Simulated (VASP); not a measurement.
A run of VASP 6.6.1:

The input INCAR:

```
SYSTEM = S
PREC     = Accurate       ! precision mode
ENCUT    = 520            ! plane-wave cutoff, eV
EDIFF    = 1E-6           ! SCF threshold, eV
ISMEAR   = -1             ! smearing method
SIGMA    = 0.05           ! smearing width, eV
LREAL    = .FALSE.        ! projectors in reciprocal space
LASPH    = .TRUE.         ! aspherical terms in the spheres
NELM     = 100            ! most SCF steps
ALGO     = Normal         ! electronic algorithm
ISIF     = 2              ! what is computed and relaxed
LWAVE    = .FALSE.        ! write WAVECAR
LCHARG   = .FALSE.        ! write CHGCAR
NBANDS   = 13             ! bands
```

File KPOINTS:

```
regular mesh
0
G
  13 13 13
  0 0 0
```

Contents of POSCAR:

```
S
1.0
    0.0000000000      2.3081238770      2.3081238770
    2.3081238770      0.0000000000      2.3081238770
    2.3081238770      2.3081238770      0.0000000000
S
2
Direct
   -0.1250000000     -0.1250000000     -0.1250000000
    0.1250000000      0.1250000000      0.1250000000
```

Potentials or basis: VASP PAW LDA potentials, release 64 (S).

Launch:

```sh
$ cat potpaw_LDA.64/S/POTCAR > POTCAR
$ mpirun -np 1 vasp_std > vasp.out
```

Hardware: 1 thread of AMD EPYC 7R13 (shared host).

How long does it take, and how much memory?

Run time: 44 s on 1 thread of AMD EPYC 7R13, on a shared host, peak memory 0.1 GiB. Counts: scf iterations 10, k points 84.
